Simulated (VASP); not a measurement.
Cs: electric field gradients with LDA

The system is Cs.

```
Cs
1.0
     0.00000    3.94834    3.94834
     3.94834    0.00000    3.94834
     3.94834    3.94834    0.00000
Cs
1
Cartesian
  0.0000 0.0000 0.0000
```

This isn't the form of Cs at room conditions, which is bcc.

```yaml
Program: VASP 6.6.1
Task: electric field gradients
Functional: LDA
Potentials_or_basis: VASP PAW LDA potentials, release 64 (Cs_sv)
Cutoff: 520 eV
k_mesh: 8 × 8 × 8
Occupations: fermi-dirac, width 0.08 eV
Spin: no spin polarisation
Dipole_correction: no
Further_INCAR_settings: ALGO = Normal; EDIFF = 1e-08; NBANDS = 10
```

| Property | Result |
| --- | --- |
| Pressure | -0.4 GPa |
| Band gap on the k mesh | zero (an odd number of electrons rules out a gap without spin polarisation) |
| Largest electric field gradient by atom | zero within the noise of the run |

Levels at points of the mesh, in eV from the Fermi level:
```
           k point  band 3  band 4  band 5  band 6  band 7  band 8
(0.00, 0.00, 0.00)  -10.59  -10.59   -1.60    2.37    2.37    2.37
(0.50, 0.00, 0.00)  -10.61  -10.61   -0.03    0.79    2.24    2.24
(0.50, 0.50, 0.00)  -10.63  -10.63    0.34    1.07    1.39    3.84
```

Run time: 24 s on 1 thread of Intel(R) Xeon(R) Platinum 8259CL CPU @ 2.50GHz (Skylake/Cascade Lake) (shared host), peak memory 0.21 GiB.

Caveat: spin-orbit coupling is left out, which moves the levels of the heavy elements.
